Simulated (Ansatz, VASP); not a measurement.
# One calculation of ZrB, two programs

```
Zr B
1.0
     0.00000    2.45206    2.45206
     2.45206    0.00000    2.45206
     2.45206    2.45206    0.00000
Zr B
1 1
Direct
  0.00000 0.00000 0.00000
  0.50000 0.50000 0.50000
```

Alike in both runs: functional PBE; k mesh 20 × 20 × 20; occupations gaussian, width 0.1 eV; no spin polarisation.

Ansatz relaxed the structure, and its values are those at the end. VASP's run is a single point on that final structure, the one shown.

```csv
,VASP,Ansatz
version,VASP 6.6.1,Ansatz 0.2.0
potentials or method,"VASP PAW PBE potentials, release 64 (Zr_sv, B), cutoff 520 eV","scalar-relativistic, plane waves, PAW"
valence electrons in the cell,15,15
```

|  | VASP | Ansatz | Ansatz less VASP |
| --- | --- | --- | --- |
| gap on the k mesh at the Fermi level (eV) | none | none | - |
| pressure (GPa) | 0.1 | 0.0 | -0.11 |

A gap of «none» marks a metal or a gap that the smearing closes. With one functional, cell and mesh, what is left measures potentials, basis and numerics.
